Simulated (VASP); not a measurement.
NiBi:

```xyz
4
Lattice="4.1179 0.0000 0.0000 -2.0590 3.5662 0.0000 0.0000 0.0000 5.2438" Properties=species:S:1:pos:R:3 pbc="T T T"
Ni    0.0000    0.0000    2.6219
Ni    0.0000    0.0000    0.0000
Bi    0.0000    2.3775    1.3110
Bi    2.0590    1.1887    3.9329
```

Base run:

| Property | Result |
| --- | --- |
| Program | VASP 6.6.1 |
| Functional | LDA |
| Potentials or basis | VASP PAW LDA potentials, release 64 (Ni, Bi_d) |
| Cutoff | 520 eV |
| k mesh | 6 × 6 × 4 |
| Occupations | fermi-dirac, width 0.05 eV |
| Spin | collinear spin, ferromagnetic start |
| Starting moments | [0.66, 0.66, 0.13, 0.13] μB |
| Fixed moment | 1.8 μB |

Its results: pressure -3.3 GPa; site moments Ni +0.59; Bi +0.17 μB.

Problem. The run is repeated on the same cell with these changes: fixed moment from 1.8 μB to 3.6 μB; moments at the start from [0.66, 0.66, 0.13, 0.13] to [1.19, 1.19, 0.3, 0.3]. What comes out?

Solution. Pressure 2.4 GPa; site moments Ni +1.08; Bi +0.40 μB.

Caveats: the total moment is fixed, so each spin has its own Fermi level and the state may be an excited one; the cell stands under tension (at least some runs).
